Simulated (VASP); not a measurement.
Wanted: the native input for a VASP 6.6.1 run.

- Task: single point
- Functional: r2SCAN
- Potentials or basis: VASP PAW PBE potentials, release 64 (La)
- Cutoff: 520 eV
- k mesh: 12 × 12 × 12
- Occupations: fermi-dirac, width 0.1 eV
- Spin: no spin polarisation
- Dipole correction: no
- Further INCAR settings: ALGO = Normal; EDIFF = 1e-06; NBANDS = 12

La:

```
CELL_PARAMETERS angstrom
0.00000 2.75685 2.75685
2.75685 0.00000 2.75685
2.75685 2.75685 0.00000
ATOMIC_POSITIONS crystal
La 0.00000 0.00000 0.00000
```

This cell differs from its parent crystal: volume scaled by 1.12.

One way to write it, as run:

POSCAR

```
La
1.0
    0.0000000000      2.7568505027      2.7568505027
    2.7568505027      0.0000000000      2.7568505027
    2.7568505027      2.7568505027      0.0000000000
La
1
Direct
    0.0000000000      0.0000000000      0.0000000000
```

INCAR.step1

```
SYSTEM = La
PREC     = Accurate       ! precision mode
ENCUT    = 520            ! plane-wave cutoff, eV
ISMEAR   = -1             ! smearing method
SIGMA    = 0.1            ! smearing width, eV
LREAL    = .False.        ! projectors in reciprocal space
LASPH    = .True.         ! aspherical terms in the spheres
NELM     = 80             ! most SCF steps
NBANDS   = 12             ! bands
GGA      = PE             ! functional
ALGO     = Normal         ! electronic algorithm
EDIFF    = 1E-4           ! SCF threshold, eV
LWAVE    = .True.         ! write WAVECAR
LCHARG   = .False.        ! write CHGCAR
```

INCAR.step2

```
SYSTEM = La
PREC     = Accurate       ! precision mode
ENCUT    = 520            ! plane-wave cutoff, eV
EDIFF    = 1E-6           ! SCF threshold, eV
ISMEAR   = -1             ! smearing method
SIGMA    = 0.1            ! smearing width, eV
LREAL    = .False.        ! projectors in reciprocal space
LASPH    = .True.         ! aspherical terms in the spheres
NELM     = 80             ! most SCF steps
ALGO     = Normal         ! electronic algorithm
ISIF     = 2              ! what is computed and relaxed
LWAVE    = .False.        ! write WAVECAR
LCHARG   = .False.        ! write CHGCAR
METAGGA  = R2SCAN         ! meta-GGA
LMIXTAU  = .True.       
NBANDS   = 12             ! bands
ISTART   = 1
```

KPOINTS

```
Automatic mesh
0
Gamma
  12 12 12
  0 0 0
```

Potentials or basis: VASP PAW PBE potentials, release 64 (La).

Launch:

```console
$ cat potpaw_PBE.64/La/POTCAR > POTCAR
$ cp INCAR.step1 INCAR
$ mpirun -np 1 vasp_std > vasp.out
$ cp INCAR.step2 INCAR
$ mpirun -np 1 vasp_std > vasp.out
```

It gave:

| Property | Result |
| --- | --- |
| Pressure | -2.4 GPa |

Caveat: the PAW data sets were made with another functional, which shifts forces and pressure a little.

Wall time 5.8 min on 1 thread of Intel(R) Xeon(R) Platinum 8488C (Sapphire Rapids) (shared host), peak memory 0.21 GiB.
